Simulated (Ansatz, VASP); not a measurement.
CdS: VASP beside Ansatz

```
Cd S
1.0
     0.00000    2.73011    2.73011
     2.73011    0.00000    2.73011
     2.73011    2.73011    0.00000
Cd S
1 1
Direct
  0.00000 0.00000 0.00000
  0.50000 0.50000 0.50000
```

Alike in both runs: task single point; functional LDA; k mesh 6 × 6 × 6; occupations fermi-dirac, width 0.05 eV; no spin polarisation.

|  | VASP | Ansatz |
| --- | --- | --- |
| version | VASP 6.6.1 | Ansatz 0.2.0 |
| potentials or method | VASP PAW LDA potentials, release 64 (Cd, S), cutoff 500 eV | plane waves, PAW |
| valence electrons in the cell | 18 | 26 |

```tsv
	VASP	Ansatz	Ansatz less VASP
pressure (GPa)	-4.7	-5.3	-0.55
```

LDA's correlation is that of Perdew and Zunger in VASP and of Perdew and Wang (1992) in Ansatz. VASP's potentials hold 18 valence electrons a cell and Ansatz's 26, so a difference there can come from the potentials and not from the codes.
